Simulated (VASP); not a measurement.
Crystal: SiO2.

```
Si O
1.0
    -2.83790    2.83790    5.66021
     2.83790   -2.83790    5.66021
     2.83790    2.83790   -5.66021
Si O
4 8
Cartesian
  2.0511 -1.4189 7.0753
  -1.4189 2.0511 4.2452
  4.2568 0.7868 -1.4151
  0.7868 4.2568 1.4151
  -1.2366 1.2366 5.6602
  1.2366 -1.2366 5.6602
  0.0000 2.8379 4.1464
  0.0000 0.0000 10.0042
  0.0000 0.0000 1.3163
  1.6013 -1.2366 2.8301
  4.0745 1.2366 2.8301
  0.0000 2.8379 1.5138
```

```yaml
Program: VASP 6.6.1
Task: relaxation of cell and atoms
Functional: LDA
Potentials_or_basis: VASP PAW LDA potentials, release 64 (Si, O)
Cutoff: 600 eV
k_mesh: 6 × 6 × 6
Occupations: gaussian, width 0.02 eV
Spin: no spin polarisation
```

At the start: pressure -5.6 GPa; volume 15.20 Å³/atom.

**Question.** Where does the relaxation end?

**Answer.** Over 15 steps the energy falls by 10.3 meV/atom and the volume is 14.50 Å³/atom (-4.6 %); space group I4_122 (No. 98, to 0.1 Å) before and after.

The path:
| step | energy change (eV) | largest force (eV/Å) | pressure (GPa) | volume (Å³) |
| --- | --- | --- | --- | --- |
| 1 | 0.0000 | 0.5002 | -5.61 | 182.34 |
| 2 | 0.1636 | 1.2462 | 9.49 | 168.66 |
| 3 | -0.1114 | 0.1396 | -0.31 | 176.85 |
| 4 | -0.1114 | 0.1435 | -0.20 | 176.74 |
| 5 | -0.1100 | 0.3592 | 0.17 | 175.98 |
| 6 | -0.1140 | 0.0788 | -0.04 | 176.40 |
| 7 | -0.1160 | 0.0725 | -0.09 | 176.20 |
| 8 | -0.1205 | 0.0533 | -0.25 | 175.57 |
| 9 | -0.1217 | 0.0744 | -0.58 | 174.34 |
| 10 | -0.1225 | 0.0408 | -0.44 | 174.82 |
| 11 | -0.1232 | 0.0481 | 0.22 | 173.89 |
| 12 | -0.1233 | 0.0395 | 0.03 | 174.16 |
| 13 | -0.1236 | 0.0322 | 0.07 | 174.02 |
| 14 | -0.1236 | 0.0393 | 0.07 | 173.99 |
| 15 | -0.1238 | 0.0037 | -0.03 | 174.01 |

Final structure:
```
Si O
1.0
    -2.78795    2.78795    5.59681
     2.78795   -2.78795    5.59681
     2.78795    2.78795   -5.59681
Si O
4 8
Direct
  0.37500 0.98346 0.10846
  0.73346 0.12500 0.10846
  0.01654 0.62500 0.89154
  0.87500 0.26654 0.89154
  0.71472 0.28528 0.00000
  0.28528 0.71472 0.00000
  0.86453 0.36453 0.50000
  0.88547 0.88547 0.00000
  0.11453 0.11453 0.00000
  0.03528 0.53528 0.07055
  0.46472 0.96472 0.92945
  0.63547 0.13547 0.50000
```
